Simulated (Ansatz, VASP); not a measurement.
GaP in VASP and in Ansatz

```
Ga P
1.0
     1.86883    1.07897    6.28174
    -1.86883    1.07897    6.28174
     0.00000   -2.15794    6.28174
Ga P
2 2
Cartesian
  0.0000 0.0000 8.2841
  0.0000 0.0000 10.5612
  0.0000 0.0000 0.8901
  0.0000 0.0000 17.9551
```

Alike in both runs: task single point; functional PBEsol; k mesh 9 × 9 × 9; occupations gaussian, width 0.02 eV; no spin polarisation.

|  | VASP | Ansatz |
| --- | --- | --- |
| version | VASP 6.6.1 | Ansatz 0.2.0 |
| potentials or method | VASP PAW PBE potentials, release 64 (Ga_d, P), cutoff 520 eV | scalar-relativistic, plane waves, PAW |
| valence electrons in the cell | 36 | 36 |

Ansatz gave:

```
gap on the k mesh at the Fermi level (eV)                     : none
pressure (GPa)                                                : 15.3
traceless stress, the component that is largest in VASP (GPa) : 31.33
rms of the force components (eV/Å)                            : 5.155
```

Q: Which values does VASP return?

A: gap on the k mesh at the Fermi level (eV): none; pressure (GPa): 15.1; traceless stress, the component that is largest in VASP (GPa): 30.90; rms of the force components (eV/Å): 5.091.

VASP's potentials were made for PBE, not for PBEsol. Atom by atom the forces differ by 0.065 eV/Å (rms over components). A gap of «none» marks a metal or a gap that the smearing closes.
